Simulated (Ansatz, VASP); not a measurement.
## H: VASP beside Ansatz

```xyz
1
Lattice="0.0000 1.7207 1.7207 1.7207 0.0000 1.7207 1.7207 1.7207 0.0000" Properties=species:S:1:pos:R:3 pbc="T T T"
H     0.0000    0.0000    0.0000
```

Alike in both runs: task single point; functional PBEsol; k mesh 8 × 8 × 8; occupations gaussian, width 0.1 eV; no spin polarisation.

```csv
,VASP,Ansatz
version,VASP 6.6.1,Ansatz 0.2.0
potentials or method,"VASP PAW PBE potentials, release 64 (H), cutoff 520 eV","scalar-relativistic, plane waves, PAW"
valence electrons in the cell,1,1
```

Ansatz gave:

| Property | Result |
| --- | --- |
| gap on the k mesh at the Fermi level (eV) | none |
| pressure (GPa) | -16.9 |

Task: Which values does VASP return?

Result: gap on the k mesh at the Fermi level (eV): none; pressure (GPa): -17.0.

VASP's potentials were made for PBE, not for PBEsol. A gap of «none» marks a metal or a gap that the smearing closes.

The k mesh is coarse, so the values compare programs but aren't converged.
